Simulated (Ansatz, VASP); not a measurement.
Zr3SnSe in VASP and in Ansatz

The input INCAR:

```
SYSTEM = Zr3SnSe
ALGO = Normal
EDIFF = 1E-6
EDIFFG = -0.04
ENCUT = 600
GGA = PE
IBRION = 2
ISIF = 3
ISMEAR = 0
LASPH = .TRUE.
LCHARG = .FALSE.
LREAL = .FALSE.
LWAVE = .FALSE.
NELM = 80
NSW = 90
PREC = Accurate
SIGMA = 0.1
```

File KPOINTS:

```
k-points
0
G
  4 4 4
  0 0 0
```

The input POSCAR:

```
Zr3SnSe
1.0
    5.5179146000      0.0000000000      0.0000000000
    0.0000000000      5.5179146000      0.0000000000
    0.0000000000      0.0000000000      6.8048690200
Zr Sn Se
3 1 1
Direct
    0.5000000000      0.5000000000      0.0000000000
    0.0000000000      0.5000000000      0.5000000000
    0.5000000000      0.0000000000      0.5000000000
    0.0000000000      0.0000000000      0.5000000000
    0.5000000000      0.5000000000      0.5000000000
```

Input for Ansatz:

```yaml
crystal:
  lattice:
    - [5.5179146, 0.0, 0.0]
    - [0.0, 5.5179146, 0.0]
    - [0.0, 0.0, 6.80486902]
  atoms:
    - { symbol: Zr, position: [0.5, 0.5, 0.0] }
    - { symbol: Zr, position: [0.0, 0.5, 0.5] }
    - { symbol: Zr, position: [0.5, 0.0, 0.5] }
    - { symbol: Sn, position: [0.0, 0.0, 0.5] }
    - { symbol: Se, position: [0.5, 0.5, 0.5] }
basis:
  ecutwfc: 420
kpoints:
  mp_grid: { grid: [4, 4, 4] }
hamiltonian:
  xc: pbe
scf:
  occupations: { method: gaussian, width: 0.1 }
  lower_state_search: "off"
output:
  forces: true
  stress: true
  eigenvalues: true
relax:
  adjacent_minimum: "off"
  f_tol: 0.04
  max_steps: 70
  cell: { stress_tol: 0.4 }
```

Alike in both runs: task relaxation of cell and atoms; functional PBE; k mesh 4 × 4 × 4; occupations gaussian, width 0.1 eV; no spin polarisation.

|  | VASP | Ansatz |
| --- | --- | --- |
| version | VASP 6.6.1 | Ansatz 0.2.0 |
| potentials or method | VASP PAW PBE potentials, release 64 (Zr_sv, Sn_d, Se), cutoff 600 eV | scalar-relativistic, plane waves, PAW |
| valence electrons in the cell | 56 | 66 |

VASP gave:

| Property | Result |
| --- | --- |
| gap on the k mesh at the Fermi level, each at its own relaxed structure (eV) | none |
| relaxed volume (Å³/atom) | 30.09 |
| relaxed length of the cell vector where the two differ most in proportion (Å) | 4.952 |

Question: Which values does Ansatz return?

Answer: gap on the k mesh at the Fermi level, each at its own relaxed structure (eV): none; relaxed volume (Å³/atom): 30.07; relaxed length of the cell vector where the two differ most in proportion (Å): 4.949.

A gap of «none» marks a metal or a gap that the smearing closes. VASP's potentials hold 56 valence electrons a cell and Ansatz's 66, so a difference there can come from the potentials and not from the codes.

Noted on VASP's run: the volume moved by over 15 % at a fixed basis, so the end points are rough.
